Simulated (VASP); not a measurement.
# ZrIn (P4/mmm) in VASP: a series of runs

ZrIn is run at these levels: LDA; tasks: relaxation of shape and atoms at fixed volume, single point.

Everything below comes from runs of VASP 6.6.1. Logs are shortened: lines on timing, memory, paths and dates and some standing lists are left out, and cuts for length are marked.

### 1 The cell of the first run

Symmetry: P4/mmm, No. 123, tetragonal system. The conventional cell has a = 2.493 Å, b = 2.493 Å, c = 3.535 Å, α = 90.00°, β = 90.00°, γ = 90.00°. Within 3.3 Å of Zr (site symmetry 4/mmm) lie 4 Zr at 2.49 Å and 8 In at 2.50 Å. In (site symmetry 4/mmm) has 4 In at 2.49 Å and 8 Zr at 2.50 Å within 3.3 Å.

### 2 Relaxation of shape and atoms at fixed volume, LDA

The input, INCAR:

```
PREC = Accurate
ENCUT = 600
EDIFF = 1E-6
ISMEAR = -1
SIGMA = 0.05
LREAL = False
LASPH = True
NELM = 60
ALGO = Normal
ISIF = 4
LWAVE = False
LCHARG = False
GGA = CA
IBRION = 2
NSW = 50
EDIFFG = -0.01
```

The input, KPOINTS:

```
regular mesh
0
Gamma
  12 12 8
```

The input, POSCAR:

```
ZrIn
1.0
    2.4927348902      0.0000000000      0.0000000000
    0.0000000000      2.4927348902      0.0000000000
    0.0000000000      0.0000000000      3.5352220842
Zr In
1 1
Direct
    0.0000000000      0.0000000000      0.0000000000
    0.5000000000      0.5000000000      0.5000000000
```

Potentials or basis: VASP PAW LDA potentials, release 64 (Zr_sv, In_d).

Launch:

```
cat potpaw_LDA.64/Zr_sv/POTCAR potpaw_LDA.64/In_d/POTCAR > POTCAR
mpirun -np 1 vasp_std > vasp.out
```

OUTCAR:

```text
PREC = Accurate
   ENCUT = 600
   EDIFF = 1E-6
   ISMEAR = -1
   LREAL = False
   LASPH = True
   NELM = 60
   ISIF = 4
   GGA = CA
   IBRION = 2
   NSW = 50
   EDIFFG = -0.01

 ion  position               nearest neighbor table
   1  0.000  0.000  0.000-   2 2.50   2 2.50   2 2.50   2 2.50   2 2.50   2 2.50   2 2.50   2 2.50

   2  0.500  0.500  0.500-   1 2.50   1 2.50   1 2.50   1 2.50   1 2.50   1 2.50   1 2.50   1 2.50

  LATTYP: Found a simple tetragonal cell.
 ALAT       =     2.4927348902
 C/A-ratio  =     1.4182102149

  Lattice vectors:

 A1 = (   2.4927348902,   0.0000000000,   0.0000000000)
 A2 = (   0.0000000000,   2.4927348902,   0.0000000000)
 A3 = (   0.0000000000,   0.0000000000,   3.5352220842)

Analysis of symmetry for initial positions (statically):
=====================================================================
 Subroutine PRICEL returns:
 Original cell was already a primitive cell.

 Routine SETGRP: Setting up the symmetry group for a
 simple tetragonal supercell.

 Subroutine GETGRP returns: Found 16 space group operations
 (whereof 16 operations were pure point group operations)
 out of a pool of 16 trial point group operations.

The static configuration has the point symmetry D_4h.

Analysis of symmetry for dynamics (positions and initial velocities):
=====================================================================
 Subroutine PRICEL returns:
 Original cell was already a primitive cell.

 Routine SETGRP: Setting up the symmetry group for a
 simple tetragonal supercell.

 Subroutine GETGRP returns: Found 16 space group operations
 (whereof 16 operations were pure point group operations)
 out of a pool of 16 trial point group operations.

The dynamic configuration has the point symmetry D_4h.

 Subroutine INISYM returns: Found 16 space group operations
 (whereof 16 operations are pure point group operations),
 and found     1 'primitive' translations

----------------------------------------------------------------------------------------

                                     Primitive cell

  volume of cell :      21.9669

  direct lattice vectors                    reciprocal lattice vectors
     2.492734890  0.000000000  0.000000000     0.401165805  0.000000000  0.000000000
     0.000000000  2.492734890  0.000000000     0.000000000  0.401165805  0.000000000
     0.000000000  0.000000000  3.535222084     0.000000000  0.000000000  0.282867660

  length of vectors
     2.492734890  2.492734890  3.535222084     0.401165805  0.401165805  0.282867660

  position of ions in fractional coordinates (direct lattice)
     0.000000000  0.000000000  0.000000000
     0.500000000  0.500000000  0.500000000

  ion indices of the primitive-cell ions
   primitive index   ion index
                 1           1
                 2           2

----------------------------------------------------------------------------------------

 KPOINTS: regular mesh

Automatic generation of k-mesh.
 Grid dimensions read from file:
 generate k-points for:   12   12    8

 Generating k-lattice:

  Cartesian coordinates                     Fractional coordinates (reciprocal lattice)
     0.033430484  0.000000000  0.000000000     0.083333333  0.000000000  0.000000000
     0.000000000  0.033430484  0.000000000     0.000000000  0.083333333  0.000000000
     0.000000000  0.000000000  0.035358458     0.000000000  0.000000000  0.125000000

  Length of vectors
     0.033430484  0.033430484  0.035358458

  Shift w.r.t. Gamma in fractional coordinates (k-lattice)
     0.000000000  0.000000000  0.000000000

 Subroutine IBZKPT returns following result:
 ===========================================

 Found    140 irreducible k-points:

 Following reciprocal coordinates:
            Coordinates               Weight
  0.000000  0.000000  0.000000      1.000000
  0.083333  0.000000  0.000000      4.000000
  0.166667  0.000000  0.000000      4.000000
  0.250000  0.000000  0.000000      4.000000
  0.333333  0.000000  0.000000      4.000000
  0.416667  0.000000  0.000000      4.000000
[... 16 lines left out ...]
  0.333333  0.333333  0.000000      4.000000
  0.416667  0.333333  0.000000      8.000000
 [... further k-points ...]
   k-points           NKPTS =    140   k-points in BZ     NKDIM =    140   number of bands    NBANDS=     16
   number of dos      NEDOS =    301   number of ions     NIONS =      2
   total plane-waves  NPLWV =  11200
   dimension x,y,z NGX =    20 NGY =   20 NGZ =   28
   dimension x,y,z NGXF=    40 NGYF=   40 NGZF=   56
   ions per type =               1   1
   NGX,Y,Z   is equivalent  to a cutoff of  13.34, 13.34, 13.17 a.u.
   NGXF,Y,Z  is equivalent  to a cutoff of  26.68, 26.68, 26.33 a.u.
 SYSTEM =  unknown system
   PREC   = accura    normal or accurate (medium, high low for compatibility)
   ISTART =      0    job   : 0-new  1-cont  2-samecut
   ICHARG =      2    charge: 1-file 2-atom 10-const
   ISPIN  =      1    spin polarized calculation?
   LNONCOLLINEAR =      F non collinear calculations
   LSORBIT =      F    spin-orbit coupling
   LASPH  =      T    aspherical Exc in radial PAW
   ENCUT  =  600.0 eV  44.10 Ry    6.64 a.u.   4.98  4.98  7.06*2*pi/ulx,y,z
   NELM   =     60;   NELMIN=  2; NELMDL= -5     # of ELM steps
   EDIFF  = 0.1E-05   stopping-criterion for ELM
   LREAL  =      F    real-space projection
   EDIFFG = -.1E-01   stopping-criterion for IOM
   NSW    =     50    number of steps for IOM
   IBRION =      2    ionic relax: 0-MD 1-quasi-New 2-CG
   NFREE  =      1    steps in history (QN), initial steepest desc. (CG)
   ISIF   =      4    stress and relaxation
   ISYM   =      2    0-nonsym 1-usesym 2-fastsym
   POTIM  = 0.5000    time-step for ionic-motion
   TEBEG  =    0.0;   TEEND  =   0.0 temperature during run
   PSTRESS=    0.0 pullay stress
   NELECT =      25.0000    total number of electrons
   NUPDOWN=      -1.0000    fix difference up-down
   EMIN   =  10.00;   EMAX   =-10.00  energy-range for DOS
   EFERMI =   0.00;   METHOD = LEGACY
   ISMEAR =    -1;   SIGMA  =   0.05  broadening in eV -4-tet -1-fermi 0-gaus
   EFERMI_NEDOS =   21; number of points for ismear=-14 and -15
   IALGO  =     38    algorithm
   IMIX   =      4    mixing-type and parameters
     AMIX     =   0.40;   BMIX     =  1.00
     AMIX_MAG =   1.60;   BMIX_MAG =  1.00
  volume/ion in A,a.u.               =      10.98        74.12
  Fermi-wavevector in a.u.,A,eV,Ry     =   1.709222  3.229962 39.748614  2.921441
  Thomas-Fermi vector in A             =   2.787746
   LORBIT       =      0    0 simple, 1 ext, 2 COOP (PROOUT), +10 PAW based schemes
   GGA     = CA    functional components
   LHFCALC =     F    Hartree Fock is set to
   AEXX    =    0.0000 exact exchange contribution
   IVDW    =     0    specifies the selected vdW correction
   LEPSILON=     F    determine dielectric tensor
   LRPA    =     F    only Hartree local field effects (RPA)
 conjugate gradient relaxation of ions
 non-spin polarized calculation
  energy-cutoff  :      600.00
  volume of cell :       21.97
 maximum number of plane-waves:       760
 NGX is ok and might be reduce to    20
   NGX =  9   NGY =  9   NGZ = 15

--------------------------------------- Ionic step        1  -------------------------------------------

 number of electron      25.0000011 magnetization

 Free energy of the ion-electron system (eV)
  ---------------------------------------------------
  ext. energy  EPLUGINS =         0.00000000
  ---------------------------------------------------
  free energy    TOTEN  =        -3.80049830 eV

  energy without entropy =       -3.79045339  energy(sigma->0) =       -3.79547585

------------------------ aborting loop because EDIFF is reached ----------------------------------------

  FORCE on cell =-STRESS in cart. coord.  units (eV):
  Direction    XX          YY          ZZ          XY          YZ          ZX
  --------------------------------------------------------------------------------------
  -------------------------------------------------------------------------------------
  Total       37.1510836     37.1510836     38.4338888      0.0000000      0.0000000      0.0000000
  in kB     2709.6499024   2709.6499024   2803.2125252      0.0000000      0.0000000      0.0000000
  external PRESSURE =    2740.8374433 kB  Pullay stress =       0.0000000 kB

 VOLUME and BASIS-vectors are now :
 -----------------------------------------------------------------------------
  energy-cutoff  :      600.00
  volume of cell :       21.97
      direct lattice vectors                 reciprocal lattice vectors
     2.492734890  0.000000000  0.000000000     0.401165805  0.000000000  0.000000000
     0.000000000  2.492734890  0.000000000     0.000000000  0.401165805  0.000000000
     0.000000000  0.000000000  3.535222084     0.000000000  0.000000000  0.282867660
[... 145 lines left out ...]
 POSITION                                       TOTAL-FORCE (eV/Angst)
 -----------------------------------------------------------------------------------
      0.00000      0.00000      0.00000         0.000000      0.000000      0.000000
      1.20599      1.20599      1.88795         0.000000      0.000000      0.000000
 -----------------------------------------------------------------------------------
    total drift:                               -0.000000      0.000000      0.000000

  FREE ENERGIE OF THE ION-ELECTRON SYSTEM (eV)
  ---------------------------------------------------
  free  energy   TOTEN  =        -3.8849724067 eV

  energy  without entropy=       -3.8761405565  energy(sigma->0) =       -3.88055648

--------------------------------------- Ionic step        6  -------------------------------------------

 number of electron      24.9999994 magnetization

 Free energy of the ion-electron system (eV)
  ---------------------------------------------------
  ext. energy  EPLUGINS =         0.00000000
  ---------------------------------------------------
  free energy    TOTEN  =        -3.88516707 eV

  energy without entropy =       -3.87685538  energy(sigma->0) =       -3.88101123

 E-fermi :  21.7720     XC(G=0): -15.3146

 val. band max:       21.7357299227   @ k =   0.2500   0.2500   0.3750
 cond. band min:      21.7771153796   @ k =   0.3333   0.0833   0.2500
 fundamental gap:      0.0413854569
 Fermi energy:        21.7720191800

 k-point     1 :       0.0000    0.0000    0.0000
  band No.  band energies     occupation
      1     -27.2072      2.00000
      2      -6.0126      2.00000
      3      -2.6803      2.00000
      4      -2.6803      2.00000
      5       2.2663      2.00000
      6       3.0216      2.00000
[... 8 lines left out ...]
     15      27.2303      0.00000
     16      31.3952      0.00000
[... 419 lines left out ...]
 k-point    24 :       0.4167    0.3333    0.0000
  band No.  band energies     occupation
      1     -25.5825      2.00000
      2      -6.9017      2.00000
      3      -5.9083      2.00000
      4      -4.6758      2.00000
      5       3.1315      2.00000
      6       3.7938      2.00000
[... 8 lines left out ...]
     15      25.2946      0.00000
     16      30.3097      0.00000

 [... further k-points ...]

------------------------ aborting loop because EDIFF is reached ----------------------------------------

  FORCE on cell =-STRESS in cart. coord.  units (eV):
  Direction    XX          YY          ZZ          XY          YZ          ZX
  --------------------------------------------------------------------------------------
  -------------------------------------------------------------------------------------
  Total       37.1799677     37.1799677     37.1684817      0.0000000      0.0000000      0.0000000
  in kB     2711.7565902   2711.7565902   2710.9188442      0.0000000      0.0000000      0.0000000
  external PRESSURE =    2711.4773415 kB  Pullay stress =       0.0000000 kB

 VOLUME and BASIS-vectors are now :
 -----------------------------------------------------------------------------
  energy-cutoff  :      600.00
  volume of cell :       21.97
      direct lattice vectors                 reciprocal lattice vectors
     2.409142349  0.000000000  0.000000000     0.415085477  0.000000000  0.000000000
     0.000000000  2.409142349  0.000000000     0.000000000  0.415085477  0.000000000
     0.000000000  0.000000000  3.784808956    -0.000000000 -0.000000000  0.264214129

 POSITION                                       TOTAL-FORCE (eV/Angst)
 -----------------------------------------------------------------------------------
      0.00000      0.00000      0.00000         0.000000      0.000000      0.000000
      1.20457      1.20457      1.89240         0.000000      0.000000      0.000000
 -----------------------------------------------------------------------------------
    total drift:                               -0.000000      0.000000      0.000000

  FREE ENERGIE OF THE ION-ELECTRON SYSTEM (eV)
  ---------------------------------------------------
  free  energy   TOTEN  =        -3.8851670737 eV

  energy  without entropy=       -3.8768553814  energy(sigma->0) =       -3.88101123

 reached required accuracy - stopping structural energy minimisation
```

Run time: 74 s. Hardware: 1 thread of Intel Xeon 6975P-C (Granite Rapids), shared host; peak memory 0.17 GiB.

Results:

```yaml
Free_energy: -3.8852 eV
Energy_gained_by_relaxing: 42.3 meV/atom
Ionic_steps: 6
Pressure_after_relaxing: 271.1 GPa
Band_gap_on_the_k_mesh: zero (an odd number of electrons rules out a gap without spin polarisation)
```

Stress tensor (GPa, compression positive):
```
271.18   0.00   0.00
  0.00 271.18   0.00
  0.00   0.00 271.09
```

The path:
| step | energy change (eV) | largest force (eV/Å) | pressure (GPa) | volume (Å³) |
| --- | --- | --- | --- | --- |
| 1 | 0.0000 | 0.0000 | 274.08 | 21.97 |
| 2 | -0.0290 | 0.0000 | 273.22 | 21.97 |
| 3 | -0.0772 | 0.0000 | 270.81 | 21.97 |
| 4 | -0.0786 | 0.0000 | 271.54 | 21.97 |
| 5 | -0.0845 | 0.0000 | 271.23 | 21.97 |
| 6 | -0.0847 | 0.0000 | 271.15 | 21.97 |

Final structure:
```cif
data_structure
_symmetry_space_group_name_H-M 'P 1'
_symmetry_Int_Tables_number 1
_cell_length_a 2.4091
_cell_length_b 2.4091
_cell_length_c 3.7848
_cell_angle_alpha 90.000
_cell_angle_beta 90.000
_cell_angle_gamma 90.000
_cell_volume 21.97
loop_
_atom_site_label
_atom_site_type_symbol
_atom_site_fract_x
_atom_site_fract_y
_atom_site_fract_z
_atom_site_occupancy
Zr1 Zr 0.00000 0.00000 0.00000 1
In1 In 0.50000 0.50000 0.50000 1
```

Caveat: spin-orbit coupling is left out, which moves the levels of the heavy elements.

(Continued in part 2 of 2.)

The gap in the log of VASP goes by the Fermi energy; the results here count the filled bands.